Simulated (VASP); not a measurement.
# NaH (Fm-3m) in VASP: further runs

NaH is run at these levels: LDA; tasks: vibrations by perturbation theory.

All numbers are computed with VASP 6.6.1; they aren't measurements. Logs are shortened: lines on timing, memory, paths and dates and some standing lists are left out, and cuts for length are marked.

**1. The cell of the first run**

It takes space group Fm-3m (No. 225, cubic). Conventional cell: a = 4.637 Å, b = 4.637 Å, c = 4.637 Å, α = 90.00°, β = 90.00°, γ = 90.00°. Na (site symmetry m-3m) has 6 H at 2.32 Å within 3.1 Å. Within 3.1 Å of H (site symmetry m-3m) lie 6 Na at 2.32 Å.

**2. Vibrations by perturbation theory, LDA**

INCAR

```
ALGO = Normal
EDIFF = 1E-8
ENCUT = 520
GGA = CA
IBRION = 8
ISIF = 2
ISMEAR = 0
LASPH = T
LCHARG = F
LEPSILON = T
LREAL = F
LWAVE = F
NELM = 100
NSW = 1
PREC = Accurate
SIGMA = 0.01
```

KPOINTS

```
k-points
0
Gamma
  8 8 8
```

POSCAR

```
NaH
1.0
    0.0000000000      2.3184944329      2.3184944329
    2.3184944329      0.0000000000      2.3184944329
    2.3184944329      2.3184944329      0.0000000000
Na H
1 1
Direct
    0.0000000000      0.0000000000      0.0000000000
    0.5000000000      0.5000000000      0.5000000000
```

Potentials or basis: VASP PAW LDA potentials, release 64 (Na_pv, H).

Started as:

```sh
$ cat potpaw_LDA.64/Na_pv/POTCAR potpaw_LDA.64/H/POTCAR > POTCAR
$ mpirun -np 1 vasp_std > vasp.out
```

OUTCAR:

```text
EDIFF = 1E-8
   ENCUT = 520
   GGA = CA
   IBRION = 8
   ISIF = 2
   ISMEAR = 0
   LASPH = T
   LEPSILON = T
   LREAL = F
   NELM = 100
   NSW = 1
   PREC = Accurate

 ion  position               nearest neighbor table
   1  0.000  0.000  0.000-
   2  0.500  0.500  0.500-

  LATTYP: Found a face centered cubic cell.
 ALAT       =     4.6369888658

  Lattice vectors:

 A1 = (   0.0000000000,   2.3184944329,   2.3184944329)
 A2 = (   2.3184944329,   0.0000000000,   2.3184944329)
 A3 = (   2.3184944329,   2.3184944329,   0.0000000000)

Analysis of symmetry for initial positions (statically):
=====================================================================
 Subroutine PRICEL returns:
 Original cell was already a primitive cell.

 Routine SETGRP: Setting up the symmetry group for a
 face centered cubic supercell.

 Subroutine GETGRP returns: Found 48 space group operations
 (whereof 48 operations were pure point group operations)
 out of a pool of 48 trial point group operations.

The static configuration has the point symmetry O_h .

Analysis of symmetry for dynamics (positions and initial velocities):
=====================================================================
 Subroutine PRICEL returns:
 Original cell was already a primitive cell.

 Routine SETGRP: Setting up the symmetry group for a
 face centered cubic supercell.

 Subroutine GETGRP returns: Found 48 space group operations
 (whereof 48 operations were pure point group operations)
 out of a pool of 48 trial point group operations.

The dynamic configuration has the point symmetry O_h .

 Subroutine INISYM returns: Found 48 space group operations
 (whereof 48 operations are pure point group operations),
 and found     1 'primitive' translations

----------------------------------------------------------------------------------------

                                     Primitive cell

  volume of cell :      24.9257

  direct lattice vectors                    reciprocal lattice vectors
     0.000000000  2.318494433  2.318494433    -0.215657192  0.215657192  0.215657192
     2.318494433  0.000000000  2.318494433     0.215657192 -0.215657192  0.215657192
     2.318494433  2.318494433  0.000000000     0.215657192  0.215657192 -0.215657192

  length of vectors
     3.278846271  3.278846271  3.278846271     0.373529214  0.373529214  0.373529214

  position of ions in fractional coordinates (direct lattice)
     0.000000000  0.000000000  0.000000000
     0.500000000  0.500000000  0.500000000

  ion indices of the primitive-cell ions
   primitive index   ion index
                 1           1
                 2           2

----------------------------------------------------------------------------------------

 KPOINTS: k-points

Automatic generation of k-mesh.
 Grid dimensions read from file:
 generate k-points for:    8    8    8

 Generating k-lattice:

  Cartesian coordinates                     Fractional coordinates (reciprocal lattice)
    -0.026957149  0.026957149  0.026957149     0.125000000  0.000000000  0.000000000
     0.026957149 -0.026957149  0.026957149     0.000000000  0.125000000  0.000000000
     0.026957149  0.026957149 -0.026957149     0.000000000  0.000000000  0.125000000

  Length of vectors
     0.046691152  0.046691152  0.046691152

  Shift w.r.t. Gamma in fractional coordinates (k-lattice)
     0.000000000  0.000000000  0.000000000

 Subroutine IBZKPT returns following result:
 ===========================================

 Found     29 irreducible k-points:

 Following reciprocal coordinates:
            Coordinates               Weight
  0.000000  0.000000  0.000000      1.000000
  0.125000  0.000000  0.000000      8.000000
  0.250000  0.000000  0.000000      8.000000
[... 365 lines left out ...]
  energy-cutoff  :      520.00
  volume of cell :       24.93
      direct lattice vectors                 reciprocal lattice vectors
     0.000000000  2.318494433  2.318494433    -0.215657192  0.215657192  0.215657192
     2.318494433  0.000000000  2.318494433     0.215657192 -0.215657192  0.215657192
     2.318494433  2.318494433  0.000000000     0.215657192  0.215657192 -0.215657192

 POSITION                                       TOTAL-FORCE (eV/Angst)
 -----------------------------------------------------------------------------------
      0.00000      0.00000      0.00000        -0.000000     -0.000000      0.000000
      2.31849      2.31849      2.31849         0.000000      0.000000     -0.000000
 -----------------------------------------------------------------------------------
    total drift:                                0.000000     -0.000000     -0.000000

  FREE ENERGIE OF THE ION-ELECTRON SYSTEM (eV)
  ---------------------------------------------------
  free  energy   TOTEN  =        -5.4056145738 eV

  energy  without entropy=       -5.4056145738  energy(sigma->0) =       -5.40561457

 HEAD OF MICROSCOPIC STATIC DIELECTRIC TENSOR (INDEPENDENT PARTICLE, excluding Hartree and local field effects)
 ------------------------------------------------------
           3.465541    -0.000000     0.000000
          -0.000000     3.465541     0.000000
           0.000000    -0.000000     3.465541
 ------------------------------------------------------

 Free energy of the ion-electron system (eV)
  ---------------------------------------------------
  ---------------------------------------------------
  free energy    TOTEN  =        -0.18025098 eV

  energy without entropy =       -0.18025098

------------------------ aborting loop because EDIFF is reached ----------------------------------------

--------------------------------------- Ionic step        2  -------------------------------------------

------------------------ aborting loop because EDIFF is reached ----------------------------------------

--------------------------------------- Ionic step        3  -------------------------------------------

------------------------ aborting loop because EDIFF is reached ----------------------------------------

 PIEZOELECTRIC TENSOR FIELD DIRECTION 3  (e Angst)
 -----------------------------------------------------------------------------
     0.00042  0.00000 -0.00000           ( -0.00000  0.00000 -0.00000)
     0.00000  0.00042  0.00000           (  0.00000 -0.00000  0.00000)
    -0.00000  0.00000 -0.00068           ( -0.00000  0.00000 -0.00001)

 PIEZOELECTRIC TENSOR FIELD DIRECTION 3  (C/m^2)
 -----------------------------------------------------------------------------
     0.00027  0.00000 -0.00000
     0.00000  0.00027  0.00000
    -0.00000  0.00000 -0.00044

--------------------------------------- Ionic step        4  -------------------------------------------

------------------------ aborting loop because EDIFF is reached ----------------------------------------

[... ionic steps 5 to 6 ...]

--------------------------------------- Ionic step        7  -------------------------------------------

 Free energy of the ion-electron system (eV)
  ---------------------------------------------------
  ---------------------------------------------------
  free energy    TOTEN  =        -0.01679459 eV

  energy without entropy =       -0.01679459

------------------------ aborting loop because EDIFF is reached ----------------------------------------

 INTERNAL STRAIN TENSOR  FOR ION    2  DIRECTION 1   (eV/Angst):
 -----------------------------------------------------------------------------
     0.00783 -0.00000  0.00000
     0.00000 -0.00419 -0.00000
     0.00000 -0.00000 -0.00419

 MACROSCOPIC STATIC DIELECTRIC TENSOR (including local field effects in DFT)
 ------------------------------------------------------
           3.343949    -0.000000     0.000000
          -0.000000     3.343949     0.000000
           0.000000    -0.000000     3.343949
 ------------------------------------------------------

 PIEZOELECTRIC TENSOR (including local field effects)  for field in x, y, z        (e  Angst)
          XX          YY          ZZ          XY          YZ          ZX
  --------------------------------------------------------------------------------
  x     0.00000     0.00000     0.00000     0.00000     0.00000     0.00000
  y     0.00000     0.00000     0.00000     0.00000     0.00000     0.00000
  z     0.00000     0.00000     0.00000     0.00000     0.00000     0.00000

 PIEZOELECTRIC TENSOR (including local field effects)  for field in x, y, z        (C/m^2)
          XX          YY          ZZ          XY          YZ          ZX
  --------------------------------------------------------------------------------
  x     0.00000     0.00000     0.00000     0.00000     0.00000     0.00000
  y     0.00000     0.00000     0.00000     0.00000     0.00000     0.00000
  z     0.00000     0.00000     0.00000     0.00000     0.00000     0.00000

 BORN EFFECTIVE CHARGES (including local field effects) (in |e|, cummulative output)
 ---------------------------------------------------------------------------------
 ion    1
    1     0.93312     0.00000    -0.00000
    2     0.00000     0.93312     0.00000
    3    -0.00000     0.00000     0.93312
 ion    2
    1    -0.93312     0.00000     0.00000
    2     0.00000    -0.93312    -0.00000
    3     0.00000    -0.00000    -0.93312

 INTERNAL STRAIN TENSOR FOR ION    2 for displacements in x,y,z  (eV/Angst):
          X           Y           Z          XY          YZ          ZX
  --------------------------------------------------------------------------------
  x     0.00000     0.00000     0.00000     0.00000     0.00000     0.00000
  y     0.00000     0.00000     0.00000     0.00000     0.00000     0.00000
  z     0.00000     0.00000     0.00000     0.00000     0.00000     0.00000

 SECOND DERIVATIVES (NOT SYMMETRIZED)
 ------------------------------------
               1X          1Y          1Z          2X          2Y          2Z
  1X    -1.255131    0.000000    0.000000    1.255131    0.000000    0.000000
  1Y     0.000000   -1.255131    0.000000    0.000000    1.255131    0.000000
  1Z     0.000000    0.000000   -1.255131    0.000000    0.000000    1.255131
  2X     1.277732    0.000000    0.000000   -1.277732    0.000000    0.000000
  2Y     0.000000    1.277732    0.000000    0.000000   -1.277732    0.000000
  2Z     0.000000    0.000000    1.277732    0.000000    0.000000   -1.277732

 Eigenvectors and eigenvalues of the dynamical matrix
 ----------------------------------------------------

   1 f  =   18.044992 THz   113.380029 2PiTHz  601.916147 cm-1    74.628057 meV
             X         Y         Z           dx          dy          dz
      0.000000  0.000000  0.000000     0.000000    0.202435    0.000000
      2.318494  2.318494  2.318494     0.000000   -0.979296    0.000000
[... 21 lines left out ...]
   6 f/i=    0.031919 THz     0.200556 2PiTHz    1.064718 cm-1     0.132008 meV
             X         Y         Z           dx          dy          dz
      0.000000  0.000000  0.000000     0.000000    0.000000    0.979296
      2.318494  2.318494  2.318494     0.000000    0.000000    0.202435

--------------------------------------------------------------------------------------------------------

 MACROSCOPIC STATIC DIELECTRIC TENSOR IONIC CONTRIBUTION
 ------------------------------------------------------
           4.991023     0.000000    -0.000000
           0.000000     4.991023    -0.000000
          -0.000000    -0.000000     4.991023
 ------------------------------------------------------

 ELASTIC MODULI CONTR FROM IONIC RELAXATION (kBar)
 Direction    XX          YY          ZZ          XY          YZ          ZX
 --------------------------------------------------------------------------------
 XX           0.0000      0.0000      0.0000      0.0000      0.0000      0.0000
 YY           0.0000      0.0000      0.0000      0.0000      0.0000      0.0000
 ZZ           0.0000      0.0000      0.0000      0.0000      0.0000      0.0000
 XY           0.0000      0.0000      0.0000      0.0000      0.0000      0.0000
 YZ           0.0000      0.0000      0.0000      0.0000      0.0000      0.0000
 ZX           0.0000      0.0000      0.0000      0.0000      0.0000      0.0000
 --------------------------------------------------------------------------------

 PIEZOELECTRIC TENSOR IONIC CONTR  for field in x, y, z        (C/m^2)
          XX          YY          ZZ          XY          YZ          ZX
  --------------------------------------------------------------------------------
  x     0.00000     0.00000     0.00000     0.00000     0.00000     0.00000
  y     0.00000     0.00000     0.00000     0.00000     0.00000     0.00000
  z     0.00000     0.00000     0.00000     0.00000     0.00000     0.00000
```

Run time: 36 s. Hardware: 1 thread of Intel Xeon Platinum 8488C (Sapphire Rapids), shared host; peak memory 0.15 GiB.

What came out:

| Quantity | Value |
| --- | --- |
| Electronic dielectric tensor (diagonal) | 3.34 |
| Born charges (mean of the diagonal) | Na +0.93; H -0.93 e |
| Highest phonon frequency at Γ, LO-TO splitting left out | 602 cm⁻¹ |

Phonon frequencies in cm⁻¹ (negative: imaginary):
| q point | frequencies |
| --- | --- |
| (0.000, 0.000, 0.000) | -1 -1 -1 602 602 602 |

Electronic dielectric tensor:
```
3.34 0.00 0.00
0.00 3.34 0.00
0.00 0.00 3.34
```

Born effective charge tensors (e):
atom 1, Na
```
0.93 0.00 0.00
0.00 0.93 0.00
0.00 0.00 0.93
```
atom 2, H
```
-0.93  0.00  0.00
 0.00 -0.93  0.00
 0.00  0.00 -0.93
```

**3. Vibrations by perturbation theory, LDA**

This run uses another cell than the first one, of 8.95 Å³/atom, 0.718 times its volume.

INCAR

```
  ALGO = Normal
  EDIFF = 1E-8
  ENCUT = 520
  IBRION = 8
  ISIF = 2
  ISMEAR = 0
  LASPH = True
  LCHARG = False
  LEPSILON = True
  LREAL = False
  LWAVE = False
  NELM = 60
  NSW = 1
  PREC = Accurate
  SIGMA = 0.01
```

KPOINTS

```
k-points
0
Gamma
  10 10 10
```

POSCAR

```
NaH
1.0
    0.0000000000      2.0761266254      2.0761266254
    2.0761266254      0.0000000000      2.0761266254
    2.0761266254      2.0761266254      0.0000000000
Na H
1 1
Direct
    0.0000000000      0.0000000000      0.0000000000
    0.5000000000      0.5000000000      0.5000000000
```

Potentials or basis: VASP PAW LDA potentials, release 64 (Na_pv, H).

Started as:

```sh
$ cat potpaw_LDA.64/Na_pv/POTCAR potpaw_LDA.64/H/POTCAR > POTCAR
$ mpirun -np 1 vasp_std > vasp.out
```

OUTCAR:

```text
EDIFF = 1E-8
   ENCUT = 520
   IBRION = 8
   ISIF = 2
   ISMEAR = 0
   LASPH = True
   LEPSILON = True
   LREAL = False
   NELM = 60
   NSW = 1
   PREC = Accurate

 ion  position               nearest neighbor table
   1  0.000  0.000  0.000-
   2  0.500  0.500  0.500-

  LATTYP: Found a face centered cubic cell.
 ALAT       =     4.1522532508

  Lattice vectors:

 A1 = (   0.0000000000,   2.0761266254,   2.0761266254)
 A2 = (   2.0761266254,   0.0000000000,   2.0761266254)
 A3 = (   2.0761266254,   2.0761266254,   0.0000000000)
[... 609 lines left out ...]
   6 f/i=    0.017798 THz     0.111829 2PiTHz    0.593683 cm-1     0.073607 meV
             X         Y         Z           dx          dy          dz
      0.000000  0.000000  0.000000    -0.061391    0.227328   -0.950322
      2.076127  2.076127  2.076127    -0.012765    0.047268   -0.197598

--------------------------------------------------------------------------------------------------------

 MACROSCOPIC STATIC DIELECTRIC TENSOR IONIC CONTRIBUTION
 ------------------------------------------------------
           2.005171    -0.000000    -0.000000
          -0.000000     2.005171    -0.000000
          -0.000000    -0.000000     2.005171
 ------------------------------------------------------

 ELASTIC MODULI CONTR FROM IONIC RELAXATION (kBar)
 Direction    XX          YY          ZZ          XY          YZ          ZX
 --------------------------------------------------------------------------------
 XX           0.0000      0.0000      0.0000      0.0000      0.0000      0.0000
 YY           0.0000      0.0000      0.0000      0.0000      0.0000      0.0000
 ZZ           0.0000      0.0000      0.0000      0.0000      0.0000      0.0000
 XY           0.0000      0.0000      0.0000      0.0000      0.0000      0.0000
 YZ           0.0000      0.0000      0.0000      0.0000      0.0000      0.0000
 ZX           0.0000      0.0000      0.0000      0.0000      0.0000      0.0000
 --------------------------------------------------------------------------------

 PIEZOELECTRIC TENSOR IONIC CONTR  for field in x, y, z        (C/m^2)
          XX          YY          ZZ          XY          YZ          ZX
  --------------------------------------------------------------------------------
  x     0.00000     0.00000     0.00000     0.00000     0.00000     0.00000
  y     0.00000     0.00000     0.00000     0.00000     0.00000     0.00000
  z     0.00000     0.00000     0.00000     0.00000     0.00000     0.00000
```

Run time: 54 s. Hardware: 1 thread of Intel Xeon Platinum 8488C (Sapphire Rapids), shared host; peak memory 0.16 GiB.

Results:

```yaml
Electronic_dielectric_tensor_diagonal: 3.33
Born_charges_mean_of_the_diagonal: Na +0.82; H -0.82 e
Highest_phonon_frequency_at_Γ_LO-TO_splitting_left_out: 979 cm⁻¹
```

Phonon frequencies in cm⁻¹ (negative: imaginary):
```
              q point           frequencies
(0.000, 0.000, 0.000)  -1 -1 -1 979 979 979
```

Electronic dielectric tensor:
```
3.33 0.00 0.00
0.00 3.33 0.00
0.00 0.00 3.33
```

Born effective charge tensors (e):
atom 1, Na
```
0.82 0.00 0.00
0.00 0.82 0.00
0.00 0.00 0.82
```
atom 2, H
```
-0.82  0.00  0.00
 0.00 -0.82  0.00
 0.00  0.00 -0.82
```

Caveat: the cell wasn't relaxed at this level first, which shifts response properties.
